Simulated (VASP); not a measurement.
# Zr11Ni5 in VASP: notebook

Runs on Zr11Ni5. Level: PBE. Tasks: single point.

Program: VASP 6.6.1. These are calculated values, not measurements. Logs are shortened: lines on timing, memory, paths and dates and some standing lists are left out, and cuts for length are marked.

### Step 1. The cell of the first run

The cell holds an amorphous packing of atoms, 16 atoms: a = 6.878 Å, b = 7.024 Å, c = 6.930 Å, α = 92.74°, β = 87.54°, γ = 88.96°.

### Step 2. Single point, PBE

Input file INCAR:

```
PREC     = Accurate       # precision mode
ENCUT    = 520            # plane-wave cutoff, eV
EDIFF    = 1E-6           # SCF threshold, eV
ISMEAR   = -1             # smearing method
SIGMA    = 0.1801         # smearing width, eV
LREAL    = Auto         
LASPH    = True           # aspherical terms in the spheres
NELM     = 60             # most SCF steps
ALGO     = Normal         # electronic algorithm
ISIF     = 2              # what is computed and relaxed
LWAVE    = False          # write WAVECAR
LCHARG   = True           # write CHGCAR
GGA      = PE             # functional
LELF     = True           # ELF
LVHAR    = True         
ISYM     = 0            
NBANDS   = 105            # bands
```

Input file KPOINTS:

```
Automatic mesh
0
Gamma
  1 1 1
  0.25 0.25 0.25
```

Input file POSCAR:

```
Zr11Ni5
1.0
    6.8760470000      0.0648090000      0.1488830000
    0.0648090000      7.0218600000     -0.1673050000
    0.1488830000     -0.1673050000      6.9265410000
Zr Ni
11 5
Direct
    0.3142243929      0.0956184479      0.9415673385
    0.5900672697      0.8667284776      0.2486040323
    1.0387263448      0.4143095907      0.6559502603
    0.8666853644      0.1485363558      0.0874660466
    0.3225615209      0.2370094624      0.3490759589
    0.9231480652      0.5841092999      0.2564898343
    0.9503205433      0.9320339685      0.4843272233
    0.4118604565      0.5880933976      0.9412316978
    0.6076998038      0.5343090530      0.5558697200
    0.8047699824      0.7331449523      0.8892176119
    0.5349850810      0.9181029749      0.6328466163
    0.6378781138      0.2568287717      0.8296400080
    0.1596537040      0.7762991728      0.7420286707
    0.1291870432      0.8817810845      0.2081934735
    0.3064371199      0.6026397876      0.3274684106
    0.5662650147      0.3598807122      0.1548372569
```

Potentials or basis: VASP PAW PBE potentials, release 64 (Zr_sv, Ni).

Started as:

```
$ cat potpaw_PBE.64/Zr_sv/POTCAR potpaw_PBE.64/Ni/POTCAR > POTCAR
$ mpirun -np 1 vasp_std > vasp.out
```

OUTCAR:

```text
PREC = Accurate
   ENCUT = 520
   EDIFF = 1E-6
   ISMEAR = -1
   LREAL = Auto
   LASPH = True
   NELM = 60
   ISIF = 2
   GGA = PE
   ISYM = 0

 ion  position               nearest neighbor table
   1  0.314  0.096  0.942-  12 2.62  14 2.72  11 2.80  13 2.83  16 2.95   5 2.95   4 3.21   2 3.36
                             8 3.54   8 3.62   3 3.62
   2  0.590  0.867  0.249-  11 2.68  15 2.77  10 2.95   4 2.99   6 3.01   7 3.06   8 3.13   5 3.19
                            14 3.19   9 3.24   1 3.36
   3  0.039  0.414  0.656-  13 2.74   5 3.03  10 3.09   9 3.18   6 3.19  12 3.20  15 3.22   8 3.51
                             7 3.61   1 3.62   4 3.76
   4  0.867  0.149  0.087-  16 2.54  12 2.56  14 2.76   2 2.99   1 3.21  10 3.21   6 3.26   7 3.27
                             5 3.74   3 3.76
   5  0.323  0.237  0.349-  16 2.31  15 2.58   1 2.95  14 2.99   3 3.03   2 3.19   9 3.22  11 3.40
                             7 3.49   4 3.74   6 3.74   8 3.88
   6  0.923  0.584  0.256-  14 2.57  15 2.71   7 2.86  10 2.94   9 2.97   2 3.01  16 3.03   3 3.19
                             4 3.26   5 3.74
   7  0.950  0.932  0.484-  14 2.24  13 2.61   6 2.86  11 3.00   2 3.06   4 3.27  10 3.32  15 3.44
                             5 3.49   3 3.61   9 3.72
   8  0.412  0.588  0.941-  16 2.49  13 2.64  15 2.74  12 2.83  10 2.92   9 2.94   2 3.13  14 3.26
                            11 3.32   3 3.51   1 3.54   1 3.62   5 3.88
   9  0.608  0.534  0.556-  15 2.71  11 2.76  12 2.80   8 2.94   6 2.97  16 3.01  10 3.03   3 3.18
                             5 3.22   2 3.24   7 3.72
  10  0.805  0.733  0.889-  13 2.63   8 2.92   6 2.94   2 2.95  11 2.95   9 3.03   3 3.09   4 3.21
                             7 3.32  14 3.35
  11  0.535  0.918  0.633-   2 2.68   9 2.76   1 2.80  12 2.80  13 2.87  10 2.95   7 3.00   8 3.32
                             5 3.40  15 3.44
  12  0.638  0.257  0.830-  16 2.36   4 2.56   1 2.62   9 2.80  11 2.80   8 2.83   3 3.20
  13  0.160  0.776  0.742-   7 2.61  10 2.63   8 2.64   3 2.74   1 2.83  11 2.87
  14  0.129  0.882  0.208-   7 2.24  15 2.48   6 2.57   1 2.72   4 2.76   5 2.99   2 3.19   8 3.26
                            10 3.35
  15  0.306  0.603  0.327-  14 2.48   5 2.58  16 2.65   6 2.71   9 2.71   8 2.74   2 2.77   3 3.22
                            11 3.44   7 3.44
  16  0.566  0.360  0.155-   5 2.31  12 2.36   8 2.49   4 2.54  15 2.65   1 2.95   9 3.01   6 3.03

IMPORTANT INFORMATION: All symmetrisations will be switched off!
NOSYMM: (Re-)initialisation of all symmetry stuff for point group C_1.

----------------------------------------------------------------------------------------

                                     Primitive cell

  volume of cell :     334.0512

  direct lattice vectors                    reciprocal lattice vectors
     6.876047000  0.064809000  0.148883000     0.145514232 -0.001418378 -0.003162025
     0.064809000  7.021860000 -0.167305000    -0.001418378  0.142508241  0.003472659
     0.148883000 -0.167305000  6.926541000    -0.003162025  0.003472659  0.144524051
[... 103 lines left out ...]
   ISMEAR =    -1;   SIGMA  =   0.18  broadening in eV -4-tet -1-fermi 0-gaus
   EFERMI_NEDOS =   21; number of points for ismear=-14 and -15
   IALGO  =     38    algorithm
   IMIX   =      4    mixing-type and parameters
     AMIX     =   0.40;   BMIX     =  1.00
     AMIX_MAG =   1.60;   BMIX_MAG =  1.00
  volume/ion in A,a.u.               =      20.88       140.89
  Fermi-wavevector in a.u.,A,eV,Ry     =   1.337091  2.526735 24.324660  1.787812
  Thomas-Fermi vector in A             =   2.465667
   LORBIT       =      0    0 simple, 1 ext, 2 COOP (PROOUT), +10 PAW based schemes
   GGA     = PE    functional components
   LHFCALC =     F    Hartree Fock is set to
   AEXX    =    0.0000 exact exchange contribution
   IVDW    =     0    specifies the selected vdW correction
   LEPSILON=     F    determine dielectric tensor
   LRPA    =     F    only Hartree local field effects (RPA)
 non-spin polarized calculation
  energy-cutoff  :      520.00
  volume of cell :      334.05
 maximum number of plane-waves:      8984
 NGX is ok and might be reduce to    54
   NGX = 25   NGY = 27   NGZ = 25

 number of electron     182.0000004 magnetization

 Free energy of the ion-electron system (eV)
  ---------------------------------------------------
  ext. energy  EPLUGINS =         0.00000000
  ---------------------------------------------------
  free energy    TOTEN  =      -118.55616354 eV

  energy without entropy =     -116.45540046  energy(sigma->0) =     -117.50578200

 E-fermi :   8.0474     XC(G=0): -11.0084

 val. band max:        8.0075394723   @ k =   0.2500   0.2500   0.2500
 cond. band min:       8.0963829819   @ k =   0.2500   0.2500   0.2500
 fundamental gap:      0.0888435096
 Fermi energy:         8.0473564345

 k-point     1 :       0.2500    0.2500    0.2500
  band No.  band energies     occupation
      1     -41.0941      2.00000
      2     -40.8518      2.00000
      3     -40.8162      2.00000
      4     -40.7549      2.00000
      5     -40.7367      2.00000
      6     -40.6785      2.00000
[... 95 lines left out ...]
    102       9.1692      0.00393
    103       9.2489      0.00253
 [bands above 103 left out]

------------------------ aborting loop because EDIFF is reached ----------------------------------------

  FORCE on cell =-STRESS in cart. coord.  units (eV):
  Direction    XX          YY          ZZ          XY          YZ          ZX
  --------------------------------------------------------------------------------------
  -------------------------------------------------------------------------------------
  Total       -0.2828574     -4.1872839     10.1669067     -2.1394945      2.3286145     -3.8356514
  in kB       -1.3566414    -20.0830605     48.7625407    -10.2614481     11.1685061    -18.3965599
  external PRESSURE =       9.1076129 kB  Pullay stress =       0.0000000 kB

 VOLUME and BASIS-vectors are now :
 -----------------------------------------------------------------------------
  energy-cutoff  :      520.00
  volume of cell :      334.05
      direct lattice vectors                 reciprocal lattice vectors
     6.876047000  0.064809000  0.148883000     0.145514232 -0.001418378 -0.003162025
     0.064809000  7.021860000 -0.167305000    -0.001418378  0.142508241  0.003472659
     0.148883000 -0.167305000  6.926541000    -0.003162025  0.003472659  0.144524051

 POSITION                                       TOTAL-FORCE (eV/Angst)
 -----------------------------------------------------------------------------------
      2.30700      0.53425      6.55259        -0.540827     -0.046184     -0.241547
      4.15051      6.08269      1.66481        -1.380849      0.130033     -1.476510
      0.39079      2.80199      4.47992         0.054655     -0.264906      0.621239
      5.98202      1.08454      0.71002         0.840031      0.367109     -0.235400
      2.28528      1.62675      2.42626        -1.319127     -1.127928      0.857885
      6.42365      4.11845      1.81630         0.891705     -1.939547     -0.257291
[... 8 lines left out ...]
      2.19489      4.19672      2.21302        -0.108415      0.321183      0.510332
      3.94004      2.53783      1.09658         0.971787      0.829801      0.265268
 -----------------------------------------------------------------------------------
    total drift:                                0.000100     -0.001946     -0.000356

  FREE ENERGIE OF THE ION-ELECTRON SYSTEM (eV)
  ---------------------------------------------------
  free  energy   TOTEN  =      -118.5561635368 eV

  energy  without entropy=     -116.4554004650  energy(sigma->0) =     -117.50578200
```

stdout:

```text
POSCAR found type information on POSCAR ZrNi
 POSCAR found :  2 types and      16 ions
 scaLAPACK will be used
 LDA part: xc-table for (Slater+PW92), standard interpolation
 POSCAR, INCAR and KPOINTS ok, starting setup
 FFT: planning ... GRIDC
 FFT: planning ... GRID_SOFT
 FFT: planning ... GRID
 WAVECAR not read
 entering main loop
```

Wall time 2 min (1 thread of Intel Xeon 6975P-C (Granite Rapids), shared host); peak memory 0.37 GiB.

What came out:

```yaml
Free_energy: -118.5562 eV
Pressure: 0.9 GPa
Largest_force: 3.140 eV/Å
Band_gap_on_the_k_mesh: 0.09 eV
```

Forces on the atoms (eV/Å):
```
Zr  -0.541 -0.046 -0.242
Zr  -1.381  0.130 -1.477
Zr   0.055 -0.265  0.621
Zr   0.840  0.367 -0.235
Zr  -1.319 -1.128  0.858
Zr   0.892 -1.940 -0.257
Zr   0.047  1.055  2.957
Zr  -2.309 -0.269  0.465
Zr   0.013 -1.757 -0.481
Zr   1.503  0.349 -0.773
Zr  -0.921  1.381  1.134
Ni   0.342  0.439 -1.158
Ni   0.470 -0.021 -0.022
Ni   1.447  0.554 -2.165
Ni  -0.108  0.321  0.510
Ni   0.972  0.830  0.265
```

Caveat: the k points lie up to 0.91 Å⁻¹ apart.

### Step 3. Single point, PBE

Input file INCAR:

```
SYSTEM = Zr11Ni5
ALGO = Normal
EDIFF = 1E-6
ENCUT = 520
GGA = PE
ISIF = 2
ISMEAR = -1
ISYM = 0
LASPH = .True.
LCHARG = .True.
LELF = .True.
LREAL = Auto
LVHAR = .True.
LWAVE = .False.
NBANDS = 105
NELM = 80
PREC = Accurate
SIGMA = 0.1801
```

KPOINTS is that of step 2.

Input file POSCAR:

```
Zr11Ni5
1.0
    6.8760470000      0.0648090000      0.1488830000
    0.0648090000      7.0218600000     -0.1673050000
    0.1488830000     -0.1673050000      6.9265410000
Zr Ni
11 5
Direct
    0.3066774900      0.0626874491      0.9140429341
    0.5837532965      0.8794470426      0.2504974626
    1.0783812689      0.3645760849      0.6766984796
    0.8842233298      0.1399385699      0.0826255992
    0.3570992183      0.2060242528      0.4016359514
    0.9683864661      0.5390941836      0.2817312234
    1.0027909170      0.9747100347      0.5571458167
    0.3952228089      0.5815328932      1.0119276567
    0.5862772155      0.5110769188      0.6107744130
    0.8527119885      0.7413914445      0.9133040830
    0.5648304339      0.9498563298      0.6750142768
    0.7015328747      0.2688087747      0.8486848967
    0.1682432228      0.6776838116      0.7351993346
    0.1177186686      0.8689742485      0.1698619019
    0.3294840130      0.6029301357      0.3968293349
    0.5866559608      0.3888579677      0.2093828338
```

Potentials or basis: VASP PAW PBE potentials, release 64 (Zr_sv, Ni).

Started as:

```
$ cat potpaw_PBE.64/Zr_sv/POTCAR potpaw_PBE.64/Ni/POTCAR > POTCAR
$ mpirun -np 1 vasp_std > vasp.out
```

It took 1.8 min on 1 thread of Intel Xeon 6975P-C (Granite Rapids), shared host; peak memory 0.37 GiB.

It converged, with:

```yaml
Free_energy: -118.5865 eV
Pressure: -0.7 GPa
Largest_force: 2.423 eV/Å
Band_gap_on_the_k_mesh: 0.10 eV
```

Forces in eV/Å, atoms in the order of the input:
```
Zr  -0.825  1.152  1.755
Zr   0.110 -0.408  0.134
Zr  -1.146 -0.210  1.166
Zr   1.052  0.266  1.204
Zr  -1.059 -0.499 -1.170
Zr   0.191  0.415  0.583
Zr  -0.030 -1.289 -0.462
Zr  -1.319 -0.052 -1.134
Zr   0.947 -0.196 -0.206
Zr  -0.174 -1.076 -0.053
Zr   0.651 -1.214 -0.754
Ni  -0.945  0.894 -0.904
Ni   1.412  1.931 -0.388
Ni   0.409 -0.066  0.604
Ni  -0.841  0.461 -0.380
Ni   1.569 -0.110  0.005
```

Stress tensor (GPa, compression positive):
```
-1.81 -2.19 -0.61
-2.19 -0.96  0.68
-0.61  0.68  0.64
```

Levels at points of the mesh, in eV from the valence-band top:
```
           k point  band 88  band 89  band 90  band 91  band 92  band 93  band 94  band 95
(0.25, 0.25, 0.25)    -0.27    -0.12    -0.06     0.00     0.10     0.20     0.27     0.41
```

Caveat: the k points lie up to 0.91 Å⁻¹ apart.

### Step 4. Single point, PBE

Input file INCAR:

```
SYSTEM = Zr11Ni5
ALGO     = Normal         ! electronic algorithm
EDIFF    = 1E-6           ! SCF threshold, eV
ENCUT    = 520            ! plane-wave cutoff, eV
GGA      = PE             ! functional
ISIF     = 2              ! what is computed and relaxed
ISMEAR   = -1             ! smearing method
ISYM     = 0            
LASPH    = .TRUE.         ! aspherical terms in the spheres
LCHARG   = .FALSE.        ! write CHGCAR
LREAL    = Auto         
LWAVE    = .FALSE.        ! write WAVECAR
NBANDS   = 105            ! bands
NELM     = 80             ! most SCF steps
PREC     = Accurate       ! precision mode
SIGMA    = 0.1801         ! smearing width, eV
```

KPOINTS is that of step 3.

Input file POSCAR:

```
Zr11Ni5
1.0
    6.8760470000      0.0648090000      0.1488830000
    0.0648090000      7.0218600000     -0.1673050000
    0.1488830000     -0.1673050000      6.9265410000
Zr Ni
11 5
Direct
    0.2534631581      0.0877562712      0.9492958618
    0.5974995311      0.8345700643      0.2365111564
    1.0280730963      0.3764274865      0.6885418846
    0.8577303930      0.1423753727      0.1479906980
    0.3352515376      0.1522211652      0.4154629428
    1.0191838926      0.5091553561      0.2587186131
    0.9609856532      0.9129173963      0.5856828420
    0.3643393518      0.5846000080      0.9763179874
    0.6489878947      0.4648941110      0.5598853518
    0.7790845709      0.6635854036      0.9529870260
    0.5635282975      0.9529659545      0.6541120865
    0.7017615428      0.2422343558      0.7920157630
    0.1956945608      0.7641700125      0.7884977322
    0.1554974614      0.8525282576      0.2376540197
    0.2985913032      0.5624720523      0.4498694540
    0.6281220954      0.4255969405      0.1381315427
```

Started as:

```
$ cat potpaw_PBE.64/Zr_sv/POTCAR potpaw_PBE.64/Ni/POTCAR > POTCAR
$ mpirun -np 1 vasp_std > vasp.out
```

Run time: 2.7 min. Hardware: 1 thread of Intel Xeon 6975P-C (Granite Rapids), shared host; peak memory 0.37 GiB.

The run converged. Its results:

- Free energy: -118.2758 eV
- Pressure: -0.6 GPa
- Largest force: 3.667 eV/Å
- Band gap on the k mesh: 0.13 eV

Forces in eV/Å, atoms in the order of the input:
```
Zr   0.858  0.907  0.339
Zr  -0.719  0.196  1.706
Zr   1.182  0.240  0.414
Zr   0.239 -0.532  0.176
Zr  -1.364  1.024 -1.046
Zr   0.037 -0.297  0.235
Zr   0.438 -0.312 -0.351
Zr  -0.470 -1.800  0.256
Zr  -0.917  1.081 -1.599
Zr   2.492  0.985 -2.504
Zr  -0.616 -2.006  0.358
Ni   0.049 -0.031  2.075
Ni  -1.011  0.364 -1.534
Ni  -0.169  0.630 -0.512
Ni   0.586  0.813  0.372
Ni  -0.615 -1.264  1.616
```

Stress tensor (GPa, compression positive):
```
 2.51 -1.47  2.53
-1.47 -1.95 -1.38
 2.53 -1.38 -2.23
```

Levels at points of the mesh, in eV from the valence-band top:
```csv
k point,band 88,band 89,band 90,band 91,band 92,band 93,band 94,band 95
"(0.25, 0.25, 0.25)",-0.35,-0.22,-0.11,0.00,0.13,0.27,0.39,0.47
```

Caveat: the k points lie up to 0.91 Å⁻¹ apart. Spin polarisation is off, so any magnetic state and its effect on volume and gap are missing.
